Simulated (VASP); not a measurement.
Here is a VASP 6.6.1 calculation.

INCAR

```
SYSTEM = Al8As8H
ALGO = Normal ; EDIFF = 1E-6
ENCUT = 520 ; GGA = PE
ISIF = 2 ; ISMEAR = 0
LASPH = .True. ; LCHARG = .False.
LREAL = Auto ; LWAVE = .False.
NBANDS = 46 ; NELECT = 64.0
NELM = 100 ; PREC = Accurate
SIGMA = 0.01
```

File KPOINTS:

```
k-points
0
Gamma
  1 1 1
  0 0 0
```

The input POSCAR:

```
Al8As8H
1.0
    0.0000000000      5.7279123196     -5.7279123196
    5.7279123196      5.7279123196      0.0000000000
    5.7279123196      0.0000000000     -5.7279123196
Al As H
8 8 1
Direct
   -0.0000952375      0.0000317458      0.5000317458
   -0.0128068415      0.4871931585      0.5384205244
    0.5000317458      0.0000317458      0.5000317458
    0.5000317458      0.4999047625      0.5000317458
   -0.0128068415      0.0384205244      0.9871931585
   -0.0128068415      0.4871931585      0.9871931585
    0.5000317458      0.0000317458      0.9999047625
    0.5384205244      0.4871931585      0.9871931585
    0.1298848631      0.1201151369      0.1298848631
    0.1250000000      0.6250000000      0.1250000000
    0.6201151369      0.1201151369      0.1298848631
    0.6201151369      0.6298848631      0.1298848631
    0.1298848631      0.1201151369      0.6201151369
    0.1298848631      0.6298848631      0.6201151369
    0.6250000000      0.1250000000      0.6250000000
    0.6201151369      0.6298848631      0.6201151369
    0.8750000000      0.3750000000      0.8750000000
```

Potentials or basis: VASP PAW PBE potentials, release 64 (Al, As, H).

Launch:

```bash
$ cat potpaw_PBE.64/Al/POTCAR potpaw_PBE.64/As/POTCAR potpaw_PBE.64/H/POTCAR > POTCAR
$ mpirun -np 1 vasp_gam > vasp.out
```

Task: What does it give for the largest force?

Result: 0.035 eV/Å.

Forces in eV/Å, atoms in the order of the input:
```
Al   0.020 -0.020  0.020
Al  -0.019  0.019  0.019
Al   0.020  0.020 -0.020
Al  -0.020 -0.020 -0.020
Al  -0.019 -0.019 -0.019
Al   0.019  0.019 -0.019
Al  -0.020  0.020  0.020
Al   0.019 -0.019  0.019
As   0.000  0.000  0.006
As   0.000  0.000  0.000
As   0.000  0.006  0.000
As  -0.006  0.000  0.000
As   0.006  0.000  0.000
As   0.000 -0.006  0.000
As   0.000  0.000  0.000
As   0.000  0.000 -0.006
H    0.000  0.000  0.000
```

Caveat: the k points lie up to 0.95 Å⁻¹ apart; the cell carries a net charge on a neutralising background, which shifts energy and pressure.
